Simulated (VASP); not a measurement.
# Sc (P6_3/mmc) in VASP: notebook

The runs below take Sc through single point, relaxation of cell and atoms, with LDA.

All numbers are computed with VASP 6.6.1; they aren't measurements. Logs are shortened: lines on timing, memory, paths and dates and some standing lists are left out, and cuts for length are marked.

## Step 1: The cell of the first run

The structure is hexagonal, space group P6_3/mmc (No. 194). The conventional cell has a = 3.228 Å, b = 3.228 Å, c = 4.990 Å, α = 90.00°, β = 90.00°, γ = 120.00°. Within 4.1 Å of Sc (site symmetry -6m2) lie 12 Sc at 3.11 to 3.23 Å.

## Step 2: Single point, LDA

INCAR

```
SYSTEM = Sc
ALGO = Normal
EDIFF = 1E-7
ENCUT = 520
ISIF = 2
ISMEAR = -1
LASPH = .True.
LCHARG = .True.
LELF = .True.
LREAL = .False.
LVHAR = .True.
LWAVE = .False.
NBANDS = 18
NELM = 80
PREC = Accurate
SIGMA = 0.02
```

KPOINTS

```
k-points
0
Gamma
  7 7 4
  0 0 0
```

POSCAR

```
Sc
1.0
    3.2278380418      0.0000000000      0.0000000000
   -1.6139190209      2.7953897435      0.0000000000
    0.0000000000      0.0000000000      4.9898228709
Sc
2
Direct
    0.3333333333      0.6666666667      0.2500000000
    0.6666666667      0.3333333333      0.7500000000
```

Potentials or basis: VASP PAW LDA potentials, release 64 (Sc_sv).

Launch:

```bash
$ cat potpaw_LDA.64/Sc_sv/POTCAR > POTCAR
$ mpirun -np 1 vasp_std > vasp.out
```

OUTCAR:

```text
SYSTEM = Sc
   EDIFF = 1E-7
   ENCUT = 520
   ISIF = 2
   ISMEAR = -1
   LASPH = .True.
   LREAL = .False.
   NELM = 80
   PREC = Accurate

 ion  position               nearest neighbor table
   1  0.333  0.667  0.250-   2 3.11   2 3.11   2 3.11   2 3.11   2 3.11   2 3.11
   2  0.667  0.333  0.750-   1 3.11   1 3.11   1 3.11   1 3.11   1 3.11   1 3.11

  LATTYP: Found a hexagonal cell.
 ALAT       =     3.2278380418
 C/A-ratio  =     1.5458715110

  Lattice vectors:

 A1 = (   3.2278380418,   0.0000000000,   0.0000000000)
 A2 = (  -1.6139190209,   2.7953897435,   0.0000000000)
 A3 = (   0.0000000000,   0.0000000000,   4.9898228709)

Analysis of symmetry for initial positions (statically):
=====================================================================
 Subroutine PRICEL returns:
 Original cell was already a primitive cell.

 Routine SETGRP: Setting up the symmetry group for a
 hexagonal supercell.

 Subroutine GETGRP returns: Found 24 space group operations
 (whereof 12 operations were pure point group operations)
 out of a pool of 24 trial point group operations.

The static configuration has the point symmetry D_3d.
 The point group associated with its full space group is D_6h.

Analysis of symmetry for dynamics (positions and initial velocities):
=====================================================================
 Subroutine PRICEL returns:
 Original cell was already a primitive cell.

 Routine SETGRP: Setting up the symmetry group for a
 hexagonal supercell.

 Subroutine GETGRP returns: Found 24 space group operations
 (whereof 12 operations were pure point group operations)
 out of a pool of 24 trial point group operations.

The dynamic configuration has the point symmetry D_3d.
 The point group associated with its full space group is D_6h.

 Subroutine INISYM returns: Found 24 space group operations
 (whereof 12 operations are pure point group operations),
 and found     1 'primitive' translations

----------------------------------------------------------------------------------------

                                     Primitive cell

  volume of cell :      45.0235

  direct lattice vectors                    reciprocal lattice vectors
     3.227838042  0.000000000  0.000000000     0.309804887  0.178865935  0.000000000
    -1.613919021  2.795389743  0.000000000     0.000000000  0.357731870  0.000000000
     0.000000000  0.000000000  4.989822871     0.000000000  0.000000000  0.200407915

  length of vectors
     3.227838042  3.227838042  4.989822871     0.357731870  0.357731870  0.200407915

  position of ions in fractional coordinates (direct lattice)
[... 78 lines left out ...]
   EDIFF  = 0.1E-06   stopping-criterion for ELM
   LREAL  =      F    real-space projection
   EDIFFG = 0.1E-05   stopping-criterion for IOM
   NSW    =      0    number of steps for IOM
   IBRION =     -1    ionic relax: 0-MD 1-quasi-New 2-CG
   NFREE  =      0    steps in history (QN), initial steepest desc. (CG)
   ISIF   =      2    stress and relaxation
   ISYM   =      2    0-nonsym 1-usesym 2-fastsym
   POTIM  = 0.5000    time-step for ionic-motion
   TEBEG  =    0.0;   TEEND  =   0.0 temperature during run
   PSTRESS=    0.0 pullay stress
   NELECT =      22.0000    total number of electrons
   NUPDOWN=      -1.0000    fix difference up-down
   EMIN   =  10.00;   EMAX   =-10.00  energy-range for DOS
   EFERMI =   0.00;   METHOD = LEGACY
   ISMEAR =    -1;   SIGMA  =   0.02  broadening in eV -4-tet -1-fermi 0-gaus
   EFERMI_NEDOS =   21; number of points for ismear=-14 and -15
   IALGO  =     38    algorithm
   IMIX   =      4    mixing-type and parameters
     AMIX     =   0.40;   BMIX     =  1.00
     AMIX_MAG =   1.60;   BMIX_MAG =  1.00
  volume/ion in A,a.u.               =      22.51       151.92
  Fermi-wavevector in a.u.,A,eV,Ry     =   1.289444  2.436697 22.621959  1.662667
  Thomas-Fermi vector in A             =   2.421337
   LORBIT       =      0    0 simple, 1 ext, 2 COOP (PROOUT), +10 PAW based schemes
   GGA     = CA    functional components
   LHFCALC =     F    Hartree Fock is set to
   AEXX    =    0.0000 exact exchange contribution
   IVDW    =     0    specifies the selected vdW correction
   LEPSILON=     F    determine dielectric tensor
   LRPA    =     F    only Hartree local field effects (RPA)
 non-spin polarized calculation
  energy-cutoff  :      520.00
  volume of cell :       45.02
 maximum number of plane-waves:      1232
   NGX = 13   NGY = 13   NGZ = 19

 number of electron      21.9999998 magnetization

 Free energy of the ion-electron system (eV)
  ---------------------------------------------------
  ext. energy  EPLUGINS =         0.00000000
  ---------------------------------------------------
  free energy    TOTEN  =       -13.46643478 eV

  energy without entropy =      -13.46293156  energy(sigma->0) =      -13.46468317

 E-fermi :   4.0078     XC(G=0): -10.5240

 val. band max:        3.9494296773   @ k =   0.1429   0.1429   0.0000
 cond. band min:       4.0363154976   @ k =   0.2857   0.1429   0.2500
 fundamental gap:      0.0868858204
 Fermi energy:         4.0077592232

 k-point     1 :       0.0000    0.0000    0.0000
  band No.  band energies     occupation
      1     -44.6018      2.00000
      2     -44.4883      2.00000
      3     -23.8606      2.00000
      4     -23.3966      2.00000
      5     -23.3966      2.00000
      6     -23.3019      2.00000
[... 481 lines left out ...]
      5     -23.5690      2.00000
      6     -23.5690      2.00000
[... 10 lines left out ...]
     17       8.0207      0.00000
     18       8.0207      0.00000

------------------------ aborting loop because EDIFF is reached ----------------------------------------

  FORCE on cell =-STRESS in cart. coord.  units (eV):
  Direction    XX          YY          ZZ          XY          YZ          ZX
  --------------------------------------------------------------------------------------
  -------------------------------------------------------------------------------------
  Total        0.0313305      0.0313305      0.0387566      0.0000000      0.0000000     -0.0000000
  in kB        1.1149059      1.1149059      1.3791680      0.0000000      0.0000000     -0.0000000
  external PRESSURE =       1.2029932 kB  Pullay stress =       0.0000000 kB

 VOLUME and BASIS-vectors are now :
 -----------------------------------------------------------------------------
  energy-cutoff  :      520.00
  volume of cell :       45.02
      direct lattice vectors                 reciprocal lattice vectors
     3.227838042  0.000000000  0.000000000     0.309804887  0.178865935  0.000000000
    -1.613919021  2.795389743  0.000000000     0.000000000  0.357731870  0.000000000
     0.000000000  0.000000000  4.989822871     0.000000000  0.000000000  0.200407915

 POSITION                                       TOTAL-FORCE (eV/Angst)
 -----------------------------------------------------------------------------------
     -0.00000      1.86359      1.24746        -0.000000      0.000000      0.000000
      1.61392      0.93180      3.74237         0.000000     -0.000000      0.000000
 -----------------------------------------------------------------------------------
    total drift:                               -0.000000      0.000000     -0.000000

  FREE ENERGIE OF THE ION-ELECTRON SYSTEM (eV)
  ---------------------------------------------------
  free  energy   TOTEN  =       -13.4664347829 eV

  energy  without entropy=      -13.4629315630  energy(sigma->0) =      -13.46468317
```

OSZICAR:

```text
N       E                     dE             d eps       ncg     rms          rms(c)
DAV:   1     0.359527073628E+03    0.35953E+03   -0.10819E+04   864   0.136E+03
DAV:   2     0.641093728093E+01   -0.35312E+03   -0.34617E+03  1088   0.557E+02
DAV:   3    -0.144009544003E+02   -0.20812E+02   -0.19945E+02  1418   0.169E+02
DAV:   4    -0.147482872876E+02   -0.34733E+00   -0.34399E+00  1314   0.216E+01
DAV:   5    -0.147522579610E+02   -0.39707E-02   -0.39667E-02  1508   0.243E+00    0.836E+00
DAV:   6    -0.136445163924E+02    0.11077E+01   -0.24145E+00  1142   0.184E+01    0.254E+00
DAV:   7    -0.134811921927E+02    0.16332E+00   -0.61762E-01  1196   0.839E+00    0.754E-01
DAV:   8    -0.134671241097E+02    0.14068E-01   -0.25134E-02  1196   0.213E+00    0.199E-01
DAV:   9    -0.134664120514E+02    0.71206E-03   -0.49161E-03  1268   0.726E-01    0.213E-02
DAV:  10    -0.134664343286E+02   -0.22277E-04   -0.88715E-05  1328   0.133E-01    0.315E-03
DAV:  11    -0.134664347830E+02   -0.45437E-06   -0.15424E-06  1384   0.138E-02    0.104E-03
DAV:  12    -0.134664347829E+02    0.66848E-10   -0.74899E-08   702   0.469E-03
   1 F= -.13466435E+02 E0= -.13464683E+02  d E =-.350322E-02
```

stdout:

```text
POSCAR found type information on POSCAR Sc
 POSCAR found :  1 types and       2 ions
 scaLAPACK will be used
 LDA part: xc-table for (Slater(with rela. corr.)+CA(PZ))
 , standard interpolation
 POSCAR, INCAR and KPOINTS ok, starting setup
 FFT: planning ... GRIDC
 FFT: planning ... GRID_SOFT
 FFT: planning ... GRID
 WAVECAR not read
 entering main loop
```

Wall time 11 s (1 thread of AMD EPYC 9R45 (Zen 5), shared host); peak memory 0.11 GiB.

Results:

| Property | Result |
| --- | --- |
| Free energy | -13.4664 eV |
| Pressure | 0.1 GPa |
| Band gap on the k mesh | zero (bands 11 and 12 overlap by 1.55 eV) |

Levels at points of the mesh, in eV from the Fermi level:
```
           k point  band 8  band 9  band 10  band 11  band 12  band 13
(0.00, 0.00, 0.00)  -27.25   -5.24    -1.77     1.00     1.61     1.61
(0.00, 0.00, 0.50)  -27.36   -3.57    -3.57     1.03     1.03     1.51
```

## Step 3: Relaxation of cell and atoms, LDA

This run uses another cell than the first one, of 25.00 Å³/atom.

INCAR

```
SYSTEM = Sc
PREC     = Accurate       ! precision mode
ENCUT    = 600            ! plane-wave cutoff, eV
EDIFF    = 1E-6           ! SCF threshold, eV
ISMEAR   = -1             ! smearing method
SIGMA    = 0.02           ! smearing width, eV
LREAL    = .FALSE.        ! projectors in reciprocal space
LASPH    = .TRUE.         ! aspherical terms in the spheres
NELM     = 80             ! most SCF steps
ALGO     = Normal         ! electronic algorithm
ISIF     = 3              ! what is computed and relaxed
LWAVE    = .FALSE.        ! write WAVECAR
LCHARG   = .FALSE.        ! write CHGCAR
IBRION   = 2              ! ionic algorithm
NSW      = 60             ! ionic steps
EDIFFG   = -0.01          ! ionic threshold
```

KPOINTS

```
regular mesh
0
G
  7 7 4
  0 0 0
```

POSCAR

```
Sc
1.0
    3.3090000000      0.0000000000      0.0000000000
   -1.6545000000      2.8656780600      0.0000000000
    0.0000000000      0.0000000000      5.2733000000
Sc
2
Direct
    0.3333333333      0.6666666667      0.2500000000
    0.6666666667      0.3333333333      0.7500000000
```

Potentials or basis: VASP PAW LDA potentials, release 64 (Sc_sv).

Launch:

```bash
$ cat potpaw_LDA.64/Sc_sv/POTCAR > POTCAR
$ mpirun -np 1 vasp_std > vasp.out
```

Run time: 54 s. Hardware: 1 thread of AMD EPYC 9R45 (Zen 5), shared host; peak memory 0.14 GiB.

It converged, with:

```yaml
Free_energy: -13.4669 eV
Relaxed_volume: 22.56 Å³/atom
Relaxed_cell: a = 3.230 Å, b = 3.230 Å, c = 4.994 Å, α = 90.00°, β = 90.00°, γ = 120.00°
Space_group_after_relaxing_to_0.1_Å: P6_3/mmc (No. 194)
Energy_gained_by_relaxing: 48.3 meV/atom
Ionic_steps: 7
Pressure_after_relaxing: 0.0 GPa
Band_gap_on_the_k_mesh: zero (bands 11 and 12 overlap by 1.55 eV)
```

Step by step:
| step | energy change (eV) | largest force (eV/Å) | pressure (GPa) | volume (Å³) |
| --- | --- | --- | --- | --- |
| 1 | 0.0000 | 0.0000 | -5.42 | 50.00 |
| 2 | -0.0907 | 0.0000 | 1.52 | 44.12 |
| 3 | -0.0947 | 0.0000 | 0.17 | 45.04 |
| 4 | -0.0947 | 0.0000 | 0.04 | 45.14 |
| 5 | -0.0963 | 0.0000 | -0.07 | 45.20 |
| 6 | -0.0965 | 0.0000 | -0.11 | 45.22 |
| 7 | -0.0965 | 0.0000 | 0.04 | 45.12 |

Final structure:
```
Sc
1.0
     3.22978    0.00000    0.00000
    -1.61489    2.79707    0.00000
     0.00000    0.00000    4.99411
Sc
2
Direct
  0.33333 0.66667 0.25000
  0.66667 0.33333 0.75000
```

Levels at points of the mesh, in eV from the Fermi level:
| k point | band 7 | band 8 | band 9 | band 10 | band 11 | band 12 | band 13 | band 14 |
| --- | --- | --- | --- | --- | --- | --- | --- | --- |
| (0.00, 0.00, 0.00) | -27.32 | -27.26 | -5.23 | -1.77 | 0.99 | 1.61 | 1.61 | 1.97 |
| (0.00, 0.00, 0.50) | -27.36 | -27.36 | -3.57 | -3.57 | 1.03 | 1.03 | 1.51 | 1.51 |

LDA usually gives volumes a few per cent too small. Zero-point motion and thermal expansion aren't in these numbers.

The gap in the log of VASP goes by the Fermi energy; the results here count the filled bands.